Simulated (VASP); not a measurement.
# TiTe2 (P-3m1) in VASP: notebook

The runs below take TiTe2 through single point, with PBEsol+D4, PBE+D3(BJ), PBE+D4.

Program: VASP 6.6.1. These are calculated values, not measurements. Logs are shortened: lines on timing, memory, paths and dates and some standing lists are left out, and cuts for length are marked.

## 1. The cell of the first run

The structure is trigonal, space group P-3m1 (No. 164). Conventional cell: a = 3.671 Å, b = 3.671 Å, c = 6.296 Å, α = 90.00°, β = 90.00°, γ = 120.00°. Within 3.7 Å of Te (site symmetry 3m) lie 3 Ti at 2.73 Å and 9 Te at 3.56 to 3.67 Å. Ti (site symmetry -3m) has 6 Te at 2.73 Å and 6 Ti at 3.67 Å within 3.7 Å.

## 2. Single point, PBEsol+D4

Input file INCAR:

```
PREC = Accurate
ENCUT = 520
EDIFF = 1E-7
ISMEAR = -1
SIGMA = 0.05
LREAL = F
LASPH = T
NELM = 100
ALGO = Normal
ISIF = 2
LWAVE = F
LCHARG = F
GGA = PS
IVDW = 13
NBANDS = 19
```

Input file KPOINTS:

```
regular mesh
0
Gamma
  8 8 4
```

Input file POSCAR:

```
TiTe2
1.0
    3.6707684444      0.0000000000      0.0000000000
   -1.8353842222      3.1789787242      0.0000000000
    0.0000000000      0.0000000000      6.2955880796
Te Ti
2 1
Direct
    0.3333333333      0.6666666667      0.7270755236
    0.6666666667      0.3333333333      0.2729244764
    0.0000000000      0.0000000000      0.0000000000
```

Potentials or basis: VASP PAW PBE potentials, release 64 (Te, Ti_sv).

Launch:

```sh
> cat potpaw_PBE.64/Te/POTCAR potpaw_PBE.64/Ti_sv/POTCAR > POTCAR
> mpirun -np 1 vasp_std > vasp.out
```

OUTCAR:

```text
PREC = Accurate
   ENCUT = 520
   EDIFF = 1E-7
   ISMEAR = -1
   LREAL = F
   LASPH = T
   NELM = 100
   ISIF = 2
   GGA = PS
   IVDW = 13

 ion  position               nearest neighbor table
   1  0.333  0.667  0.727-   3 2.73   3 2.73   3 2.73   2 3.56   2 3.56   2 3.56
   2  0.667  0.333  0.273-   3 2.73   3 2.73   3 2.73   1 3.56   1 3.56   1 3.56
   3  0.000  0.000  0.000-   1 2.73   2 2.73   1 2.73   2 2.73   2 2.73   1 2.73

  LATTYP: Found a hexagonal cell.
 ALAT       =     3.6707684444
 C/A-ratio  =     1.7150599867

  Lattice vectors:

 A1 = (   3.6707684444,   0.0000000000,   0.0000000000)
 A2 = (  -1.8353842222,   3.1789787242,   0.0000000000)
 A3 = (   0.0000000000,   0.0000000000,   6.2955880796)

Analysis of symmetry for initial positions (statically):
=====================================================================
 Subroutine PRICEL returns:
 Original cell was already a primitive cell.

 Routine SETGRP: Setting up the symmetry group for a
 hexagonal supercell.

 Subroutine GETGRP returns: Found 12 space group operations
 (whereof 12 operations were pure point group operations)
 out of a pool of 24 trial point group operations.

The static configuration has the point symmetry D_3d.

Analysis of symmetry for dynamics (positions and initial velocities):
=====================================================================
 Subroutine PRICEL returns:
 Original cell was already a primitive cell.

 Routine SETGRP: Setting up the symmetry group for a
 hexagonal supercell.

 Subroutine GETGRP returns: Found 12 space group operations
 (whereof 12 operations were pure point group operations)
 out of a pool of 24 trial point group operations.

The dynamic configuration has the point symmetry D_3d.

 Subroutine INISYM returns: Found 12 space group operations
 (whereof 12 operations are pure point group operations),
 and found     1 'primitive' translations

----------------------------------------------------------------------------------------

                                     Primitive cell

  volume of cell :      73.4651

  direct lattice vectors                    reciprocal lattice vectors
     3.670768444  0.000000000  0.000000000     0.272422523  0.157283217  0.000000000
    -1.835384222  3.178978724  0.000000000     0.000000000  0.314566434  0.000000000
     0.000000000  0.000000000  6.295588080     0.000000000  0.000000000  0.158841396

  length of vectors
     3.670768444  3.670768444  6.295588080     0.314566434  0.314566434  0.158841396

  position of ions in fractional coordinates (direct lattice)
     0.333333333  0.666666667  0.727075524
     0.666666667  0.333333333  0.272924476
     0.000000000  0.000000000  0.000000000

  ion indices of the primitive-cell ions
   primitive index   ion index
                 1           1
                 2           2
                 3           3

----------------------------------------------------------------------------------------

 KPOINTS: regular mesh

Automatic generation of k-mesh.
 Grid dimensions read from file:
 generate k-points for:    8    8    4

 Generating k-lattice:

  Cartesian coordinates                     Fractional coordinates (reciprocal lattice)
     0.034052815  0.019660402  0.000000000     0.125000000  0.000000000  0.000000000
     0.000000000  0.039320804  0.000000000     0.000000000  0.125000000  0.000000000
     0.000000000  0.000000000  0.039710349     0.000000000  0.000000000  0.250000000

  Length of vectors
     0.039320804  0.039320804  0.039710349

  Shift w.r.t. Gamma in fractional coordinates (k-lattice)
     0.000000000  0.000000000  0.000000000

 Subroutine IBZKPT returns following result:
 ===========================================

 Found     35 irreducible k-points:

 Following reciprocal coordinates:
            Coordinates               Weight
  0.000000  0.000000  0.000000      1.000000
  0.125000 -0.000000  0.000000      6.000000
  0.250000 -0.000000  0.000000      6.000000
  0.375000 -0.000000  0.000000      6.000000
  0.500000 -0.000000  0.000000      3.000000
  0.125000  0.125000  0.000000      6.000000
[... 16 lines left out ...]
 -0.125000  0.500000  0.250000     12.000000
  0.250000  0.250000  0.250000     12.000000
 [... further k-points ...]
   k-points           NKPTS =     35   k-points in BZ     NKDIM =     35   number of bands    NBANDS=     19
   number of dos      NEDOS =    301   number of ions     NIONS =      3
   total plane-waves  NPLWV =  37632
   dimension x,y,z NGX =    28 NGY =   28 NGZ =   48
   dimension x,y,z NGXF=    56 NGYF=   56 NGZF=   96
   ions per type =               2   1
   NGX,Y,Z   is equivalent  to a cutoff of  12.68, 12.68, 12.68 a.u.
   NGXF,Y,Z  is equivalent  to a cutoff of  25.36, 25.36, 25.35 a.u.
 SYSTEM =  unknown system
   PREC   = accura    normal or accurate (medium, high low for compatibility)
   ISTART =      0    job   : 0-new  1-cont  2-samecut
   ICHARG =      2    charge: 1-file 2-atom 10-const
   ISPIN  =      1    spin polarized calculation?
   LNONCOLLINEAR =      F non collinear calculations
   LSORBIT =      F    spin-orbit coupling
   LASPH  =      T    aspherical Exc in radial PAW
   ENCUT  =  520.0 eV  38.22 Ry    6.18 a.u.   6.83  6.83 11.71*2*pi/ulx,y,z
   NELM   =    100;   NELMIN=  2; NELMDL= -5     # of ELM steps
   EDIFF  = 0.1E-06   stopping-criterion for ELM
   LREAL  =      F    real-space projection
   EDIFFG = 0.1E-05   stopping-criterion for IOM
   NSW    =      0    number of steps for IOM
   IBRION =     -1    ionic relax: 0-MD 1-quasi-New 2-CG
   NFREE  =      0    steps in history (QN), initial steepest desc. (CG)
   ISIF   =      2    stress and relaxation
   ISYM   =      2    0-nonsym 1-usesym 2-fastsym
   POTIM  = 0.5000    time-step for ionic-motion
   TEBEG  =    0.0;   TEEND  =   0.0 temperature during run
   PSTRESS=    0.0 pullay stress
   NELECT =      24.0000    total number of electrons
   NUPDOWN=      -1.0000    fix difference up-down
   EMIN   =  10.00;   EMAX   =-10.00  energy-range for DOS
   EFERMI =   0.00;   METHOD = LEGACY
   ISMEAR =    -1;   SIGMA  =   0.05  broadening in eV -4-tet -1-fermi 0-gaus
   EFERMI_NEDOS =   21; number of points for ismear=-14 and -15
   IALGO  =     38    algorithm
   IMIX   =      4    mixing-type and parameters
     AMIX     =   0.40;   BMIX     =  1.00
     AMIX_MAG =   1.60;   BMIX_MAG =  1.00
  volume/ion in A,a.u.               =      24.49       165.26
  Fermi-wavevector in a.u.,A,eV,Ry     =   1.127504  2.130675 17.296629  1.271266
  Thomas-Fermi vector in A             =   2.264191
   LORBIT       =      0    0 simple, 1 ext, 2 COOP (PROOUT), +10 PAW based schemes
   GGA     = PS    functional components
   LHFCALC =     F    Hartree Fock is set to
   AEXX    =    0.0000 exact exchange contribution
   IVDW    =    13    specifies the selected vdW correction
   LEPSILON=     F    determine dielectric tensor
   LRPA    =     F    only Hartree local field effects (RPA)
 non-spin polarized calculation
  energy-cutoff  :      520.00
  volume of cell :       73.47
 maximum number of plane-waves:      1992
 NGX is ok and might be reduce to    28
   NGX = 13   NGY = 13   NGZ = 23

 number of electron      24.0000003 magnetization

 Free energy of the ion-electron system (eV)
  ---------------------------------------------------
  ext. energy  EPLUGINS =         0.00000000
  ---------------------------------------------------
  free energy    TOTEN  =       -17.53670753 eV

  energy without entropy =      -17.52548097  energy(sigma->0) =      -17.53109425

 E-fermi :   7.7891     XC(G=0): -10.4425

 val. band max:        7.7530519694   @ k =   0.5000  -0.0000   0.0000
 cond. band min:       7.8114722108   @ k =   0.3750  -0.0000   0.0000
 fundamental gap:      0.0584202414
 Fermi energy:         7.7890809745

 k-point     1 :       0.0000    0.0000    0.0000
  band No.  band energies     occupation
      1     -49.2604      2.00000
      2     -25.6276      2.00000
      3     -25.6276      2.00000
      4     -25.6094      2.00000
      5      -5.1419      2.00000
      6      -3.3006      2.00000
[... 11 lines left out ...]
     18      13.0193      0.00000
     19      14.3017      0.00000

 k-point     2 :       0.1250   -0.0000    0.0000
  band No.  band energies     occupation
      1     -49.2597      2.00000
      2     -25.6365      2.00000
      3     -25.6297      2.00000
      4     -25.6073      2.00000
      5      -4.9476      2.00000
      6      -3.1986      2.00000
[... 11 lines left out ...]
     18      13.9609      0.00000
     19      15.0507      0.00000

 k-point     3 :       0.2500   -0.0000    0.0000
  band No.  band energies     occupation
      1     -49.2580      2.00000
      2     -25.6580      2.00000
      3     -25.6345      2.00000
      4     -25.6021      2.00000
      5      -4.3987      2.00000
      6      -2.9422      2.00000
[... 11 lines left out ...]
     18      13.6132      0.00000
     19      14.4193      0.00000

 k-point     4 :       0.3750   -0.0000    0.0000
  band No.  band energies     occupation
      1     -49.2563      2.00000
      2     -25.6793      2.00000
      3     -25.6394      2.00000
      4     -25.5970      2.00000
      5      -3.6300      2.00000
      6      -2.7195      2.00000
[... 407 lines left out ...]
     18      13.1409      0.00000
     19      13.8105      0.00000

 k-point    23 :      -0.1250    0.5000    0.2500
  band No.  band energies     occupation
      1     -49.2556      2.00000
      2     -25.6832      2.00000
      3     -25.6463      2.00000
      4     -25.5949      2.00000
      5      -3.0796      2.00000
      6      -2.7856      2.00000
[... 11 lines left out ...]
     18      12.7599      0.00000
     19      14.1467      0.00000

 k-point    24 :       0.2500    0.2500    0.2500
  band No.  band energies     occupation
      1     -49.2556      2.00000
      2     -25.6764      2.00000
      3     -25.6531      2.00000
      4     -25.5949      2.00000
      5      -3.1846      2.00000
      6      -2.6894      2.00000
[... 11 lines left out ...]
     18      13.0659      0.00000
     19      13.9856      0.00000

 [... further k-points ...]

------------------------ aborting loop because EDIFF is reached ----------------------------------------

  DFT-D4 for vdW energy calculation

  Edisp (eV):   -0.77715

  FORCE on cell =-STRESS in cart. coord.  units (eV):
  Direction    XX          YY          ZZ          XY          YZ          ZX
  --------------------------------------------------------------------------------------
  -------------------------------------------------------------------------------------
  Total       0.02248     0.02248     0.02709     0.00000     0.00000    -0.00000
  in kB       0.49031     0.49031     0.59073     0.00000     0.00000    -0.00000
  external pressure =        0.52 kB  Pullay stress =        0.00 kB

 VOLUME and BASIS-vectors are now :
 -----------------------------------------------------------------------------
  energy-cutoff  :      520.00
  volume of cell :       73.47
      direct lattice vectors                 reciprocal lattice vectors
     3.670768444  0.000000000  0.000000000     0.272422523  0.157283217  0.000000000
    -1.835384222  3.178978724  0.000000000     0.000000000  0.314566434  0.000000000
     0.000000000  0.000000000  6.295588080     0.000000000  0.000000000  0.158841396

 POSITION                                       TOTAL-FORCE (eV/Angst)
 -----------------------------------------------------------------------------------
     -0.00000      2.11932      4.57737        -0.000000     -0.000000     -0.019356
      1.83538      1.05966      1.71822         0.000000      0.000000      0.019356
      0.00000      0.00000      0.00000        -0.000000      0.000000      0.000000
 -----------------------------------------------------------------------------------
    total drift:                               -0.000000     -0.000000     -0.000000

  FREE ENERGIE OF THE ION-ELECTRON SYSTEM (eV)
  ---------------------------------------------------
  free  energy   TOTEN  =       -18.3138536851 eV

  energy  without entropy=      -18.3026271277  energy(sigma->0) =      -18.30824041
```

Wall time 33 s (1 thread of Intel Xeon Platinum 8488C (Sapphire Rapids), shared host); peak memory 0.21 GiB.

Results:

```yaml
Free_energy: -18.3139 eV
Pressure: 0.1 GPa
Largest_force: 0.019 eV/Å
Band_gap_on_the_k_mesh: zero (bands 12 and 13 overlap by 0.87 eV)
Dispersion_energy_per_atom: -0.259 eV
```

Forces on the atoms (eV/Å):
```
Te   0.000  0.000 -0.019
Te   0.000  0.000  0.019
Ti   0.000  0.000  0.000
```

Levels at points of the mesh, in eV from the Fermi level:
```tsv
k point	band 8	band 9	band 10	band 11	band 12	band 13	band 14	band 15	band 16	band 17
(0.00, 0.00, 0.00)	-1.61	-1.61	0.24	0.47	0.47	0.90	1.39	1.39	3.20	3.20
(0.50, 0.00, 0.00)	-3.99	-3.00	-2.57	-1.71	-1.19	-0.04	1.35	1.71	2.49	3.71
(0.00, 0.00, 0.50)	-3.10	-1.50	-1.50	0.46	0.46	0.90	0.90	1.18	3.84	3.84
(0.50, 0.00, 0.50)	-5.08	-2.61	-2.12	-0.84	-0.43	-0.40	1.35	1.70	2.66	3.89
```

Caveat: the PAW data sets were made with another functional, which shifts forces and pressure a little; spin-orbit coupling is left out, which moves the levels of the heavy elements.

## 3. Single point, PBE+D3(BJ)

This run uses another cell than the first one, of 25.17 Å³/atom.

Input file INCAR:

```
SYSTEM = TiTe2
  PREC = Accurate
  ENCUT = 520
  EDIFF = 1E-6
  ISMEAR = -1
  SIGMA = 0.05
  LREAL = .FALSE.
  LASPH = .TRUE.
  NELM = 100
  ALGO = Normal
  ISIF = 2
  LWAVE = .FALSE.
  LCHARG = .FALSE.
  GGA = PE
  IVDW = 12
  NBANDS = 19
```

Input file KPOINTS:

```
regular mesh
0
G
  8 8 4
  0 0 0
```

Input file POSCAR:

```
TiTe2
1.0
    3.7050715833      0.0000000000      0.0000000000
   -1.8525357917      3.2086861140      0.0000000000
    0.0000000000      0.0000000000      6.3504087494
Te Ti
2 1
Direct
    0.3333333333      0.6666666667      0.7284333798
    0.6666666667      0.3333333333      0.2715666202
    0.0000000000      0.0000000000      0.0000000000
```

Potentials or basis: VASP PAW PBE potentials, release 64 (Te, Ti_sv).

Launch:

```sh
> cat potpaw_PBE.64/Te/POTCAR potpaw_PBE.64/Ti_sv/POTCAR > POTCAR
> mpirun -np 1 vasp_std > vasp.out
```

Run time: 32 s. Hardware: 1 thread of Intel Xeon Platinum 8488C (Sapphire Rapids), shared host; peak memory 0.22 GiB.

Results (log left out):

```
Free energy                : -17.7244 eV
Pressure                   : 0.0 GPa
Largest force              : 0.009 eV/Å
Band gap on the k mesh     : zero (bands 12 and 13 overlap by 0.82 eV)
Dispersion energy per atom : -0.523 eV
```

Forces in eV/Å, atoms in the order of the input:
```
Te   0.000  0.000 -0.009
Te   0.000  0.000  0.009
Ti   0.000  0.000  0.000
```

Levels at points of the mesh, in eV from the Fermi level:
```tsv
k point	band 9	band 10	band 11	band 12	band 13	band 14	band 15	band 16
(0.00, 0.00, 0.00)	-1.62	0.28	0.45	0.45	0.80	1.27	1.27	3.10
(0.50, 0.00, 0.00)	-2.93	-2.50	-1.71	-1.18	-0.02	1.28	1.64	2.44
(0.00, 0.00, 0.50)	-1.52	-1.52	0.44	0.44	0.83	0.83	1.12	3.68
(0.50, 0.00, 0.50)	-2.55	-2.09	-0.88	-0.45	-0.37	1.28	1.63	2.59
```

Caveat: spin-orbit coupling is left out, which moves the levels of the heavy elements.

## 4. Single point, PBE+D4

This run uses another cell than the first one, of 25.71 Å³/atom.

Input file INCAR:

```
SYSTEM = TiTe2
PREC = Accurate
ENCUT = 520
EDIFF = 1E-7
ISMEAR = -1
SIGMA = 0.05
LREAL = .False.
LASPH = .True.
NELM = 80
ALGO = Normal
ISIF = 2
LWAVE = .False.
LCHARG = .False.
GGA = PE
IVDW = 13
NBANDS = 19
```

Input file KPOINTS:

```
regular mesh
0
Gamma
  8 8 4
  0 0 0
```

Input file POSCAR:

```
TiTe2
1.0
    3.7283159489      0.0000000000      0.0000000000
   -1.8641579745      3.2288163251      0.0000000000
    0.0000000000      0.0000000000      6.4078613354
Te Ti
2 1
Direct
    0.3333333333      0.6666666667      0.7317530187
    0.6666666667      0.3333333333      0.2682469813
    0.0000000000      0.0000000000      0.0000000000
```

Launch:

```sh
> cat potpaw_PBE.64/Te/POTCAR potpaw_PBE.64/Ti_sv/POTCAR > POTCAR
> mpirun -np 1 vasp_std > vasp.out
```

Wall time 36 s (1 thread of Intel Xeon Platinum 8488C (Sapphire Rapids), shared host); peak memory 0.21 GiB.

The run converged. Its results:

```yaml
Free_energy: -17.4877 eV
Pressure: 0.0 GPa
Largest_force: 0.011 eV/Å
Band_gap_on_the_k_mesh: zero (bands 12 and 13 overlap by 0.77 eV)
Dispersion_energy_per_atom: -0.434 eV
```

Forces in eV/Å, atoms in the order of the input:
```
Te   0.000  0.000 -0.011
Te   0.000  0.000  0.011
Ti   0.000  0.000  0.000
```

Levels at points of the mesh, in eV from the Fermi level:
```csv
k point,band 9,band 10,band 11,band 12,band 13,band 14,band 15,band 16
"(0.00, 0.00, 0.00)",-1.63,0.31,0.44,0.44,0.71,1.21,1.21,3.10
"(0.50, 0.00, 0.00)",-2.85,-2.46,-1.72,-1.15,0.00,1.24,1.59,2.43
"(0.00, 0.00, 0.50)",-1.54,-1.54,0.42,0.42,0.82,0.82,1.09,3.62
"(0.50, 0.00, 0.50)",-2.50,-2.06,-0.92,-0.51,-0.33,1.24,1.57,2.61
```

Caveat: spin-orbit coupling is left out, which moves the levels of the heavy elements.

## 5. The runs side by side

```tsv
level	cell	gap on the mesh (eV)	pressure (GPa)	largest force (eV/Å)
PBEsol+D4	a = 3.671, b = 3.671, c = 6.296 Å, angles 90.0, 90.0, 120.0°, 3 atoms, atomic positions A	none	0.1	0.02
PBE+D3(BJ)	a = 3.705, b = 3.705, c = 6.350 Å, angles 90.0, 90.0, 120.0°, 3 atoms, atomic positions B	none	0.0	0.01
PBE+D4	a = 3.728, b = 3.728, c = 6.408 Å, angles 90.0, 90.0, 120.0°, 3 atoms, atomic positions C	none	0.0	0.01
```

Alike in all rows: task single point; potentials or basis VASP PAW PBE potentials, release 64 (Te, Ti_sv); no spin polarisation; k mesh 8 × 8 × 4; cutoff (eV) 520; smearing fermi-dirac 0.05 eV.

Caveats: spin-orbit coupling is left out, which moves the levels of the heavy elements; the PAW data sets were made with another functional, which shifts forces and pressure a little (at least some runs).

Absolute energies hang on the potentials; compare differences alone.

The gap in the log of VASP goes by the Fermi energy; the results here count the filled bands.